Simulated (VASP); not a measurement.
# BaTiO3 in VASP: further runs

Runs on BaTiO3. Level: r2SCAN. Tasks: relaxation of cell and atoms, single point.

Everything below comes from runs of VASP 6.6.1. Logs are shortened: lines on timing, memory, paths and dates and some standing lists are left out, and cuts for length are marked.

### Step 1. The cell of the first run

The structure is cubic, space group Pm-3m (No. 221). The conventional cell has a = 3.847 Å, b = 3.847 Å, c = 3.847 Å, α = 90.00°, β = 90.00°, γ = 90.00°. Within 3.6 Å of Ba (site symmetry m-3m) lie 12 O at 2.72 Å and 8 Ti at 3.33 Å. Within 2.6 Å of Ti (site symmetry m-3m) lie 6 O at 1.92 Å. O (site symmetry 4/mmm) has 2 Ti at 1.92 Å within 2.6 Å.

### Step 2. Relaxation of cell and atoms, r2SCAN, target pressure 25 GPa, at which the enthalpy is minimised

Contents of POSCAR:

```
BaTiO3
1.0
    3.8474823535      0.0000000000      0.0000000000
    0.0000000000      3.8474823535      0.0000000000
    0.0000000000      0.0000000000      3.8474823535
Ba Ti O
1 1 3
Direct
    0.5000000000      0.5000000000      0.5000000000
    0.0000000000      0.0000000000      0.0000000000
    0.5000000000      0.0000000000      0.0000000000
    0.0000000000      0.5000000000      0.0000000000
    0.0000000000      0.0000000000      0.5000000000
```

Contents of INCAR.step1:

```
PREC = Accurate
ENCUT = 600
ISMEAR = 0
SIGMA = 0.02
LREAL = False
LASPH = True
NELM = 100
GGA = PE
ALGO = Normal
EDIFF = 1E-4
LWAVE = True
LCHARG = False
```

Contents of INCAR.step2:

```
PREC = Accurate
ENCUT = 600
EDIFF = 1E-6
ISMEAR = 0
SIGMA = 0.02
LREAL = False
LASPH = True
NELM = 100
ALGO = Normal
ISIF = 3
LWAVE = False
LCHARG = False
METAGGA = R2SCAN
LMIXTAU = True
IBRION = 2
NSW = 70
EDIFFG = -0.008
PSTRESS = 250.0
ISTART = 1
```

Contents of KPOINTS:

```
regular mesh
0
Gamma
  8 8 8
```

Potentials or basis: VASP PAW PBE potentials, release 64 (Ba_sv, Ti_sv, O).

The run is started by

```
$ cat potpaw_PBE.64/Ba_sv/POTCAR potpaw_PBE.64/Ti_sv/POTCAR potpaw_PBE.64/O/POTCAR > POTCAR
$ cp INCAR.step1 INCAR
$ mpirun -np 1 vasp_std > vasp.out
$ cp INCAR.step2 INCAR
$ mpirun -np 1 vasp_std > vasp.out
```

OUTCAR:

```text
PREC = Accurate
   ENCUT = 600
   EDIFF = 1E-6
   ISMEAR = 0
   LREAL = False
   LASPH = True
   NELM = 100
   ISIF = 3
   METAGGA = R2SCAN
   IBRION = 2
   NSW = 70
   EDIFFG = -0.008
   PSTRESS = 250.0
   ISTART = 1

 ion  position               nearest neighbor table
   1  0.500  0.500  0.500-   3 2.72   4 2.72   5 2.72   3 2.72   4 2.72   3 2.72   5 2.72   3 2.72
                             4 2.72   5 2.72   4 2.72   5 2.72   2 3.33   2 3.33   2 3.33   2 3.33
   2  0.000  0.000  0.000-   3 1.92   4 1.92   5 1.92   5 1.92   4 1.92   3 1.92   1 3.33   1 3.33
                             1 3.33   1 3.33   1 3.33   1 3.33   1 3.33   1 3.33
   3  0.500  0.000  0.000-   2 1.92   2 1.92   1 2.72   1 2.72   1 2.72   1 2.72
   4  0.000  0.500  0.000-   2 1.92   2 1.92   1 2.72   1 2.72   1 2.72   1 2.72
   5  0.000  0.000  0.500-   2 1.92   2 1.92   1 2.72   1 2.72   1 2.72   1 2.72

  LATTYP: Found a simple cubic cell.
 ALAT       =     3.8474823535

  Lattice vectors:

 A1 = (   3.8474823535,   0.0000000000,   0.0000000000)
 A2 = (   0.0000000000,   3.8474823535,   0.0000000000)
 A3 = (   0.0000000000,   0.0000000000,   3.8474823535)

Analysis of symmetry for initial positions (statically):
=====================================================================
 Subroutine PRICEL returns:
 Original cell was already a primitive cell.

 Routine SETGRP: Setting up the symmetry group for a
 simple cubic supercell.

 Subroutine GETGRP returns: Found 48 space group operations
 (whereof 48 operations were pure point group operations)
 out of a pool of 48 trial point group operations.

The static configuration has the point symmetry O_h .

Analysis of symmetry for dynamics (positions and initial velocities):
=====================================================================
 Subroutine PRICEL returns:
 Original cell was already a primitive cell.

 Routine SETGRP: Setting up the symmetry group for a
 simple cubic supercell.

 Subroutine GETGRP returns: Found 48 space group operations
 (whereof 48 operations were pure point group operations)
 out of a pool of 48 trial point group operations.

The dynamic configuration has the point symmetry O_h .

 Subroutine INISYM returns: Found 48 space group operations
 (whereof 48 operations are pure point group operations),
 and found     1 'primitive' translations

----------------------------------------------------------------------------------------

                                     Primitive cell

  volume of cell :      56.9547

  direct lattice vectors                    reciprocal lattice vectors
     3.847482353  0.000000000  0.000000000     0.259910224  0.000000000  0.000000000
     0.000000000  3.847482353  0.000000000     0.000000000  0.259910224  0.000000000
     0.000000000  0.000000000  3.847482353     0.000000000  0.000000000  0.259910224

  length of vectors
     3.847482353  3.847482353  3.847482353     0.259910224  0.259910224  0.259910224

  position of ions in fractional coordinates (direct lattice)
     0.500000000  0.500000000  0.500000000
     0.000000000  0.000000000  0.000000000
     0.500000000  0.000000000  0.000000000
     0.000000000  0.500000000  0.000000000
     0.000000000  0.000000000  0.500000000

  ion indices of the primitive-cell ions
   primitive index   ion index
                 1           1
                 2           2
                 3           3
                 4           4
                 5           5

----------------------------------------------------------------------------------------

 KPOINTS: regular mesh

Automatic generation of k-mesh.
 Grid dimensions read from file:
 generate k-points for:    8    8    8

 Generating k-lattice:

  Cartesian coordinates                     Fractional coordinates (reciprocal lattice)
     0.032488778  0.000000000  0.000000000     0.125000000  0.000000000  0.000000000
     0.000000000  0.032488778  0.000000000     0.000000000  0.125000000  0.000000000
     0.000000000  0.000000000  0.032488778     0.000000000  0.000000000  0.125000000

  Length of vectors
     0.032488778  0.032488778  0.032488778

  Shift w.r.t. Gamma in fractional coordinates (k-lattice)
     0.000000000  0.000000000  0.000000000

 Subroutine IBZKPT returns following result:
 ===========================================

 Found     35 irreducible k-points:

 Following reciprocal coordinates:
            Coordinates               Weight
  0.000000  0.000000  0.000000      1.000000
  0.125000  0.000000  0.000000      6.000000
  0.250000  0.000000  0.000000      6.000000
  0.375000  0.000000  0.000000      6.000000
  0.500000  0.000000  0.000000      3.000000
  0.125000  0.125000  0.000000     12.000000
[... 16 lines left out ...]
  0.375000  0.375000  0.125000     24.000000
  0.500000  0.375000  0.125000     24.000000
 [... further k-points ...]
   k-points           NKPTS =     35   k-points in BZ     NKDIM =     35   number of bands    NBANDS=     24
   number of dos      NEDOS =    301   number of ions     NIONS =      5
   total plane-waves  NPLWV =  32768
   dimension x,y,z NGX =    32 NGY =   32 NGZ =   32
   dimension x,y,z NGXF=    64 NGYF=   64 NGZF=   64
   ions per type =               1   1   3
   NGX,Y,Z   is equivalent  to a cutoff of  13.83, 13.83, 13.83 a.u.
   NGXF,Y,Z  is equivalent  to a cutoff of  27.65, 27.65, 27.65 a.u.
 SYSTEM =  unknown system
   PREC   = accura    normal or accurate (medium, high low for compatibility)
   ISTART =      1    job   : 0-new  1-cont  2-samecut
   ICHARG =      0    charge: 1-file 2-atom 10-const
   ISPIN  =      1    spin polarized calculation?
   LNONCOLLINEAR =      F non collinear calculations
   LSORBIT =      F    spin-orbit coupling
   LASPH  =      T    aspherical Exc in radial PAW
   ENCUT  =  600.0 eV  44.10 Ry    6.64 a.u.   7.68  7.68  7.68*2*pi/ulx,y,z
   NELM   =    100;   NELMIN=  2; NELMDL=  0     # of ELM steps
   EDIFF  = 0.1E-05   stopping-criterion for ELM
   LREAL  =      F    real-space projection
   EDIFFG = -.8E-02   stopping-criterion for IOM
   NSW    =     70    number of steps for IOM
   IBRION =      2    ionic relax: 0-MD 1-quasi-New 2-CG
   NFREE  =      1    steps in history (QN), initial steepest desc. (CG)
   ISIF   =      3    stress and relaxation
   ISYM   =      2    0-nonsym 1-usesym 2-fastsym
   POTIM  = 0.5000    time-step for ionic-motion
   TEBEG  =    0.0;   TEEND  =   0.0 temperature during run
   PSTRESS=  250.0 pullay stress
   NELECT =      40.0000    total number of electrons
   NUPDOWN=      -1.0000    fix difference up-down
   EMIN   =  10.00;   EMAX   =-10.00  energy-range for DOS
   EFERMI =   0.00;   METHOD = LEGACY
   ISMEAR =     0;   SIGMA  =   0.02  broadening in eV -4-tet -1-fermi 0-gaus
   EFERMI_NEDOS =   21; number of points for ismear=-14 and -15
   IALGO  =     38    algorithm
   IMIX   =      4    mixing-type and parameters
     AMIX     =   0.40;   BMIX     =  1.00
     AMIX_MAG =   1.60;   BMIX_MAG =  1.00
  volume/ion in A,a.u.               =      11.39        76.87
  Fermi-wavevector in a.u.,A,eV,Ry     =   1.455185  2.749901 28.811197  2.117563
  Thomas-Fermi vector in A             =   2.572249
   LORBIT       =      0    0 simple, 1 ext, 2 COOP (PROOUT), +10 PAW based schemes
   METAGGA = R2SCAN    functional components
   LHFCALC =     F    Hartree Fock is set to
   AEXX    =    0.0000 exact exchange contribution
   IVDW    =     0    specifies the selected vdW correction
   LEPSILON=     F    determine dielectric tensor
   LRPA    =     F    only Hartree local field effects (RPA)
 conjugate gradient relaxation of ions
 non-spin polarized calculation
 Gauss-broadening in eV      SIGMA  =   0.02
  energy-cutoff  :      600.00
  volume of cell :       56.95
 maximum number of plane-waves:      1935
 NGX is ok and might be reduce to    32
   NGX = 15   NGY = 15   NGZ = 15

--------------------------------------- Ionic step        1  -------------------------------------------

 number of electron      40.0000002 magnetization

 Free energy of the ion-electron system (eV)
  ---------------------------------------------------
  ext. energy  EPLUGINS =         0.00000000
  ---------------------------------------------------
  free energy    TOTEN  =       -73.62962365 eV

  energy without entropy =      -73.62962365  energy(sigma->0) =      -73.62962365

------------------------ aborting loop because EDIFF is reached ----------------------------------------

  FORCE on cell =-STRESS in cart. coord.  units (eV):
  Direction    XX          YY          ZZ          XY          YZ          ZX
  --------------------------------------------------------------------------------------
  -------------------------------------------------------------------------------------
  Total       10.2591870     10.2591870     10.2591870     -0.0000000      0.0000000     -0.0000000
  in kB      288.5982006    288.5982006    288.5982006     -0.0000000      0.0000000     -0.0000000
  external PRESSURE =      38.5982006 kB  Pullay stress =     250.0000000 kB

 VOLUME and BASIS-vectors are now :
 -----------------------------------------------------------------------------
  energy-cutoff  :      600.00
  volume of cell :       56.95
      direct lattice vectors                 reciprocal lattice vectors
     3.847482353  0.000000000  0.000000000     0.259910224  0.000000000  0.000000000
     0.000000000  3.847482353  0.000000000     0.000000000  0.259910224  0.000000000
     0.000000000  0.000000000  3.847482353     0.000000000  0.000000000  0.259910224
[... 52 lines left out ...]
  FREE ENERGIE OF THE ION-ELECTRON SYSTEM (eV)
  ---------------------------------------------------
  free  energy   TOTEN  =       -73.9619944406 eV

  energy  without entropy=      -73.9619944406  energy(sigma->0) =      -73.96199444

  enthalpy is  TOTEN    =       -64.7172538180 eV   P V=        9.2447406226

--------------------------------------- Ionic step        3  -------------------------------------------

 number of electron      39.9999993 magnetization

 Free energy of the ion-electron system (eV)
  ---------------------------------------------------
  ext. energy  EPLUGINS =         0.00000000
  ---------------------------------------------------
  free energy    TOTEN  =       -73.75853524 eV

  energy without entropy =      -73.75853524  energy(sigma->0) =      -73.75853524

 E-fermi :   4.5215     XC(G=0): -12.5281

 val. band max:        4.3810276933   @ k =   0.5000   0.5000   0.5000
 cond. band min:       6.7583653092   @ k =   0.0000   0.0000   0.0000
 fundamental gap:      2.3773376160
 Fermi energy:         4.5214864736

 k-point     1 :       0.0000    0.0000    0.0000
  band No.  band energies     occupation
      1     -53.9919      2.00000
      2     -29.2238      2.00000
      3     -29.2238      2.00000
      4     -29.2238      2.00000
      5     -20.8978      2.00000
      6     -13.6771      2.00000
[... 16 lines left out ...]
     23       6.7584      0.00000
     24       9.3348      0.00000
[... 598 lines left out ...]
      2     -29.3162      2.00000
      3     -29.3014      2.00000
      4     -29.2313      2.00000
      5     -20.5393      2.00000
      6     -13.4991      2.00000
[... 16 lines left out ...]
     23       9.2483      0.00000
     24      10.9412      0.00000

 [... further k-points ...]

------------------------ aborting loop because EDIFF is reached ----------------------------------------

  FORCE on cell =-STRESS in cart. coord.  units (eV):
  Direction    XX          YY          ZZ          XY          YZ          ZX
  --------------------------------------------------------------------------------------
  -------------------------------------------------------------------------------------
  Total        9.0009064      9.0009064      9.0009064     -0.0000000     -0.0000000      0.0000000
  in kB      249.8344028    249.8344028    249.8344028     -0.0000000     -0.0000000      0.0000000
  external PRESSURE =      -0.1655972 kB  Pullay stress =     250.0000000 kB

 VOLUME and BASIS-vectors are now :
 -----------------------------------------------------------------------------
  energy-cutoff  :      600.00
  volume of cell :       57.72
      direct lattice vectors                 reciprocal lattice vectors
     3.864691763 -0.000000000 -0.000000000     0.258752848  0.000000000 -0.000000000
    -0.000000000  3.864691763 -0.000000000     0.000000000  0.258752848 -0.000000000
     0.000000000  0.000000000  3.864691763     0.000000000  0.000000000  0.258752848

 POSITION                                       TOTAL-FORCE (eV/Angst)
 -----------------------------------------------------------------------------------
      1.93235      1.93235      1.93235        -0.000000     -0.000000      0.000000
      0.00000      0.00000      0.00000         0.000000     -0.000000     -0.000000
      1.93235     -0.00000     -0.00000         0.000000     -0.000000     -0.000000
     -0.00000      1.93235     -0.00000         0.000000     -0.000000     -0.000000
      0.00000      0.00000      1.93235         0.000000      0.000000     -0.000000
 -----------------------------------------------------------------------------------
    total drift:                                0.000000      0.000000     -0.000000

  FREE ENERGIE OF THE ION-ELECTRON SYSTEM (eV)
  ---------------------------------------------------
  free  energy   TOTEN  =       -73.7585352418 eV

  energy  without entropy=      -73.7585352418  energy(sigma->0) =      -73.75853524

  enthalpy is  TOTEN    =       -64.7516628287 eV   P V=        9.0068724131

 reached required accuracy - stopping structural energy minimisation
```

Wall time 9.6 min (1 thread of AMD EPYC 7R43 (Zen 3), shared host); peak memory 0.19 GiB.

What came out:

* Free energy: -73.7585 eV
* Relaxed volume: 11.54 Å³/atom
* Relaxed cell: a = 3.865 Å, b = 3.865 Å, c = 3.865 Å, α = 90.00°, β = 90.00°, γ = 90.00°
* Space group after relaxing (to 0.1 Å): Pm-3m (No. 221)
* Energy change on relaxing (the run minimises the enthalpy): -25.8 meV/atom
* Ionic steps: 3
* Pressure after relaxing: 25.0 GPa
* Band gap on the k mesh: 2.38 eV (least direct gap 2.41 eV)

Step by step:
```csv
step,energy change (eV),largest force (eV/Å),pressure (GPa),volume (Å³)
1,0.0000,0.0000,28.86,56.95
2,-0.3324,0.0000,17.97,59.25
3,-0.1289,0.0000,24.98,57.72
```

Final structure:
```cif
data_structure
_symmetry_space_group_name_H-M 'P 1'
_symmetry_Int_Tables_number 1
_cell_length_a 3.8647
_cell_length_b 3.8647
_cell_length_c 3.8647
_cell_angle_alpha 90.000
_cell_angle_beta 90.000
_cell_angle_gamma 90.000
_cell_volume 57.72
loop_
_atom_site_label
_atom_site_type_symbol
_atom_site_fract_x
_atom_site_fract_y
_atom_site_fract_z
_atom_site_occupancy
Ba1 Ba 0.50000 0.50000 0.50000 1
Ti1 Ti 0.00000 0.00000 0.00000 1
O1 O 0.50000 0.00000 0.00000 1
O2 O 0.00000 0.50000 0.00000 1
O3 O 0.00000 0.00000 0.50000 1
```

Caveat: the cell is relaxed towards a set pressure, so the run minimises the enthalpy, not the energy; the PAW data sets were made with another functional, which shifts forces and pressure a little; spin-orbit coupling is left out, which moves the levels of the heavy elements. A k mesh can miss the band edges.

### Step 3. Relaxation of cell and atoms, r2SCAN, target pressure 12 GPa, at which the enthalpy is minimised

This run uses another cell than the first one, of 12.01 Å³/atom.

POSCAR: that of step 2 with these lines changed.

```diff
@@ -2,5 +2,5 @@
 1.0
-    3.8474823535      0.0000000000      0.0000000000
-    0.0000000000      3.8474823535      0.0000000000
-    0.0000000000      0.0000000000      3.8474823535
+    3.9154147499      0.0000000000      0.0000000000
+    0.0000000000      3.9154147499      0.0000000000
+    0.0000000000      0.0000000000      3.9154147499
 Ba Ti O
```

Contents of INCAR.step1:

```
SYSTEM = BaTiO3
ALGO     = Normal         ! electronic algorithm
EDIFF    = 1E-4           ! SCF threshold, eV
ENCUT    = 600            ! plane-wave cutoff, eV
GGA      = PE             ! functional
ISMEAR   = 0              ! smearing method
LASPH    = .TRUE.         ! aspherical terms in the spheres
LCHARG   = .FALSE.        ! write CHGCAR
LREAL    = .FALSE.        ! projectors in reciprocal space
LWAVE    = .TRUE.         ! write WAVECAR
NELM     = 80             ! most SCF steps
PREC     = Accurate       ! precision mode
SIGMA    = 0.02           ! smearing width, eV
```

Contents of INCAR.step2:

```
SYSTEM = BaTiO3
ALGO     = Normal         ! electronic algorithm
EDIFF    = 1E-7           ! SCF threshold, eV
EDIFFG   = -0.008         ! ionic threshold
ENCUT    = 600            ! plane-wave cutoff, eV
IBRION   = 2              ! ionic algorithm
ISIF     = 3              ! what is computed and relaxed
ISMEAR   = 0              ! smearing method
ISTART   = 1            
LASPH    = .TRUE.         ! aspherical terms in the spheres
LCHARG   = .FALSE.        ! write CHGCAR
LMIXTAU  = .TRUE.       
LREAL    = .FALSE.        ! projectors in reciprocal space
LWAVE    = .FALSE.        ! write WAVECAR
METAGGA  = R2SCAN         ! meta-GGA
NELM     = 80             ! most SCF steps
NSW      = 70             ! ionic steps
PREC     = Accurate       ! precision mode
PSTRESS  = 120.0        
SIGMA    = 0.02           ! smearing width, eV
```

Contents of KPOINTS:

```
k-points
0
G
  8 8 8
  0 0 0
```

Potentials or basis: VASP PAW PBE potentials, release 64 (Ba_sv, Ti_sv, O).

The run is started by

```
$ cat potpaw_PBE.64/Ba_sv/POTCAR potpaw_PBE.64/Ti_sv/POTCAR potpaw_PBE.64/O/POTCAR > POTCAR
$ cp INCAR.step1 INCAR
$ mpirun -np 1 vasp_std > vasp.out
$ cp INCAR.step2 INCAR
$ mpirun -np 1 vasp_std > vasp.out
```

Wall time 9.8 min (1 thread of AMD EPYC 7R43 (Zen 3), shared host); peak memory 0.2 GiB.

Results (log left out):

| Property | Result |
| --- | --- |
| Free energy | -74.1044 eV |
| Relaxed volume | 12.14 Å³/atom |
| Relaxed cell | a = 3.930 Å, b = 3.930 Å, c = 3.930 Å, α = 90.00°, β = 90.00°, γ = 90.00° |
| Space group after relaxing (to 0.1 Å) | Pm-3m (No. 221) |
| Energy change on relaxing (the run minimises the enthalpy) | -11.3 meV/atom |
| Ionic steps | 3 |
| Pressure after relaxing | 12.0 GPa |
| Band gap on the k mesh | 2.26 eV (least direct gap 2.36 eV) |

The path:
```tsv
step	energy change (eV)	largest force (eV/Å)	pressure (GPa)	volume (Å³)
1	0.0000	0.0000	14.67	60.03
2	-0.1236	0.0000	8.10	61.78
3	-0.0564	0.0000	12.00	60.70
```

Final structure:
```xyz
5
Lattice="3.9301 0.0000 0.0000 0.0000 3.9301 0.0000 0.0000 0.0000 3.9301" Properties=species:S:1:pos:R:3 pbc="T T T"
Ba    1.9651    1.9651    1.9651
Ti    0.0000    0.0000    0.0000
O     1.9651    0.0000    0.0000
O     0.0000    1.9651    0.0000
O     0.0000    0.0000    1.9651
```

Levels at points of the mesh, in eV from the valence-band top:
```tsv
k point	band 17	band 18	band 19	band 20	band 21	band 22	band 23	band 24
(0.00, 0.00, 0.00)	-1.22	-0.10	-0.10	-0.10	2.26	2.26	2.26	4.57
(0.50, 0.00, 0.00)	-1.89	-1.89	-0.74	-0.74	2.44	4.16	4.16	4.59
(0.50, 0.50, 0.00)	-1.75	-0.85	-0.85	-0.10	4.17	4.17	4.63	5.58
(0.50, 0.50, 0.50)	-2.38	0.00	0.00	0.00	4.92	4.92	4.92	7.68
```

Caveat: the cell is relaxed towards a set pressure, so the run minimises the enthalpy, not the energy; the PAW data sets were made with another functional, which shifts forces and pressure a little; spin-orbit coupling is left out, which moves the levels of the heavy elements.

(Continued in part 2 of 2.)
